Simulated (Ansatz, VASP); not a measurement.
Two plane-wave programs on Te

```
Te
1.0
     3.14622    0.00000    0.00000
     0.00000    3.14622    0.00000
     0.00000    0.00000    3.14622
Te
1
Direct
  0.00000 0.00000 0.00000
```

Alike in both runs: task relaxation of cell and atoms; functional BLYP; k mesh 10 × 10 × 10; occupations fermi-dirac, width 0.1 eV; no spin polarisation.

|  | VASP | Ansatz |
| --- | --- | --- |
| version | VASP 6.6.1 | Ansatz 0.2.0 |
| potentials or method | VASP PAW PBE potentials, release 64 (Te), cutoff 600 eV | plane waves (420 eV) with PAW, scalar-relativistic |
| valence electrons in the cell | 6 | 16 |

```tsv
	VASP	Ansatz	Ansatz less VASP
relaxed volume (Å³/atom)	35.84	35.76	-0.086
relaxed cell length with the largest relative difference (Å)	3.297	3.295	-0.0026
```

VASP's potentials were made for PBE, not for BLYP. VASP's potentials hold 6 valence electrons a cell and Ansatz's 16, so a difference there can come from the potentials and not from the codes.

Spin-orbit coupling is off throughout. Noted on VASP's run: the volume moved by over 15 % at a fixed basis, so the end points are rough.
